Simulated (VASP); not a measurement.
Set up this calculation in VASP 6.6.1, as the native input.

* Task: single point
* Functional: LDA
* Potentials or basis: VASP PAW LDA potentials, release 64 (Cs_sv, I)
* Cutoff: 500 eV
* k mesh: 6 × 6 × 6
* Occupations: gaussian, width 0.01 eV
* Spin: no spin polarisation
* Dipole correction: no
* Further INCAR settings: ALGO = Normal; EDIFF = 1e-06; NBANDS = 15

The structure of CsI lies in POSCAR:

```
CsI
1.0
    4.4017060310     -0.0110042651     -0.0110042651
   -0.0110042651      4.4017060310     -0.0110042651
   -0.0110042651     -0.0110042651      4.4017060310
Cs I
1 1
Direct
    0.0000000000      0.0000000000      0.0000000000
    0.5000000000      0.5000000000      0.5000000000
```

This cell differs from its parent crystal: equal xy, yz and zx engineering shears of -0.5 %.

One way to write it, as run:

INCAR

```
SYSTEM = CsI
PREC     = Accurate       ! precision mode
ENCUT    = 500            ! plane-wave cutoff, eV
EDIFF    = 1E-6           ! SCF threshold, eV
ISMEAR   = 0              ! smearing method
SIGMA    = 0.01           ! smearing width, eV
LREAL    = .False.        ! projectors in reciprocal space
LASPH    = .True.         ! aspherical terms in the spheres
NELM     = 120            ! most SCF steps
ALGO     = Normal         ! electronic algorithm
ISIF     = 2              ! what is computed and relaxed
LWAVE    = .False.        ! write WAVECAR
LCHARG   = .True.         ! write CHGCAR
LELF     = .True.         ! ELF
LVHAR    = .True.       
NBANDS   = 15             ! bands
GGA_COMPAT= .False.
```

KPOINTS

```
regular mesh
0
Gamma
  6 6 6
  0 0 0
```

Potentials or basis: VASP PAW LDA potentials, release 64 (Cs_sv, I).

Launch:

```bash
$ cat potpaw_LDA.64/Cs_sv/POTCAR potpaw_LDA.64/I/POTCAR > POTCAR
$ mpirun -np 1 vasp_std > vasp.out
```

It gave:

```yaml
Pressure: 0.1 GPa
Band_gap_on_the_k_mesh: 3.77 eV (least direct gap 3.83 eV)
```

Caveat: the cell differs from its parent crystal (equal xy, yz and zx engineering shears of -0.5 %); spin-orbit coupling is left out, which moves the levels of the heavy elements.

It took 25 s on 1 thread of Intel Xeon 8259CL, with other jobs on the host, peak memory 0.17 GiB.
